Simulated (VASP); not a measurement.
## Hf2Pd2Se2Br2O3: relaxation of cell and atoms with PBE

Hf2Pd2Se2Br2O3:

```
Hf Pd Se Br O
1.0
     5.73511    0.00000    0.00000
    -2.86755    4.96675    0.00000
     0.00000    0.00000    9.41884
Hf Pd Se Br O
2 2 2 2 3
Direct
  0.33333 0.66667 0.00000
  0.66667 0.33333 0.00000
  0.00000 0.00000 0.25268
  0.00000 0.00000 0.74732
  0.33333 0.66667 0.50000
  0.66667 0.33333 0.50000
  0.00000 0.00000 0.50000
  0.00000 0.00000 0.00000
  0.50000 0.00000 0.00000
  0.00000 0.50000 0.00000
  0.50000 0.50000 0.00000
```

The cell was built from a structure type or drawn by symmetry, and may not be a known phase.

* Program: VASP 6.6.1
* Task: relaxation of cell and atoms
* Functional: PBE
* Potentials or basis: VASP PAW PBE potentials, release 64 (Hf_pv, Pd, Se, Br, O)
* Cutoff: 600 eV
* k mesh: 3 × 3 × 2
* Occupations: gaussian, width 0.15 eV
* Spin: no spin polarisation
* Dipole correction: no
* Further INCAR settings: ALGO = Normal; EDIFF = 1e-06; IBRION = 2; EDIFFG = -0.08; NSW = 36; ISIF = 3

* Relaxed volume: 31.81 Å³/atom
* Relaxed cell: a = 6.632 Å, b = 6.632 Å, c = 9.186 Å, α = 90.00°, β = 90.00°, γ = 120.00°
* Space group after relaxing (to 0.1 Å): P6/mmm (No. 191)
* Energy gained by relaxing: 947.3 meV/atom
* Ionic steps: 11
* Pressure after relaxing: -0.1 GPa
* Band gap on the k mesh: zero (bands 42 and 43 overlap by 0.25 eV)

Stress tensor (GPa, compression positive):
```
-0.14  0.00  0.00
 0.00 -0.14  0.00
 0.00  0.00  0.02
```

The path:
```csv
step,energy change (eV),largest force (eV/Å),pressure (GPa),volume (Å³)
1,0.0000,0.1027,33.36,268.29
2,-2.5854,0.1487,-9.41,502.44
3,-10.3121,0.0774,-1.10,366.07
4,-10.3330,0.0614,-1.48,363.31
5,-8.5248,0.0537,9.75,313.98
6,-10.3507,0.0597,-0.86,359.25
7,-10.3510,0.0587,-0.57,357.30
8,-10.4121,0.1045,-0.08,351.17
9,-10.4188,0.1206,0.16,348.62
10,-10.4188,0.1218,0.18,348.45
11,-10.4200,0.0019,-0.09,349.96
```

Final structure:
```cif
data_structure
_symmetry_space_group_name_H-M 'P 1'
_symmetry_Int_Tables_number 1
_cell_length_a 6.6325
_cell_length_b 6.6325
_cell_length_c 9.1863
_cell_angle_alpha 90.000
_cell_angle_beta 90.000
_cell_angle_gamma 120.000
_cell_volume 349.96
loop_
_atom_site_label
_atom_site_type_symbol
_atom_site_fract_x
_atom_site_fract_y
_atom_site_fract_z
_atom_site_occupancy
Hf1 Hf 0.33333 0.66667 0.00000 1
Hf2 Hf 0.66667 0.33333 0.00000 1
Pd1 Pd 0.00000 0.00000 0.25145 1
Pd2 Pd 0.00000 0.00000 0.74855 1
Se1 Se 0.33333 0.66667 0.50000 1
Se2 Se 0.66667 0.33333 0.50000 1
Br1 Br 0.00000 0.00000 0.50000 1
Br2 Br 0.00000 0.00000 0.00000 1
O1 O 0.50000 0.00000 0.00000 1
O2 O 0.00000 0.50000 0.00000 1
O3 O 0.50000 0.50000 0.00000 1
```

Levels at points of the mesh, in eV from the Fermi level:
```
           k point  band 38  band 39  band 40  band 41  band 42  band 43  band 44  band 45  band 46  band 47
(0.00, 0.00, 0.00)    -0.85    -0.20    -0.20    -0.13    -0.13     0.05     0.59     0.59     0.69     1.13
(0.00, 0.00, 0.50)    -0.81    -0.81    -0.75    -0.38    -0.15     0.47     0.51     0.51     1.03     1.19
```

Wall time 53 min on 1 thread of Intel Xeon 8259CL, with other jobs on the host, peak memory 0.59 GiB.

Caveat: the k points lie up to 0.36 Å⁻¹ apart in the final cell; the volume moved by over 15 % at a fixed basis, so the end points are rough; spin-orbit coupling is left out, which moves the levels of the heavy elements.
